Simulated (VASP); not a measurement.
Al3GaN4, 8 atoms in the cell. The typed cell holds 8 atoms: a = 5.043 Å, b = 3.130 Å, c = 5.418 Å, α = 90.00°, β = 90.03°, γ = 90.00°.  This cell differs from its parent crystal: mode 4 (171.0 1/cm) frozen in, largest displacement +0.125 Å.

```yaml
Program: VASP 6.6.1
Task: single point
Functional: PBEsol
Potentials_or_basis: VASP PAW PBE potentials, release 64 (Al, Ga_d, N)
Cutoff: 520 eV
k_mesh: 6 × 8 × 4
Occupations: gaussian, width 0.05 eV
Spin: no spin polarisation
Dipole_correction: no
Further_INCAR_settings: ALGO = Normal; EDIFF = 1e-06; NBANDS = 31
```

Potentials or basis: VASP PAW PBE potentials, release 64 (Al, Ga_d, N).

The run is started by

```bash
$ cat potpaw_PBE.64/Al/POTCAR potpaw_PBE.64/Ga_d/POTCAR potpaw_PBE.64/N/POTCAR > POTCAR
$ mpirun -np 1 vasp_std > vasp.out
```

Hardware: 1 thread of AMD EPYC 7R13, with other jobs on the host.

**Question.** How long does it take, and how much memory?

**Answer.** It took 8.1 min on 1 thread of AMD EPYC 7R13, with other jobs on the host, peak memory 0.32 GiB. Counts: scf iterations 14, k points 100.
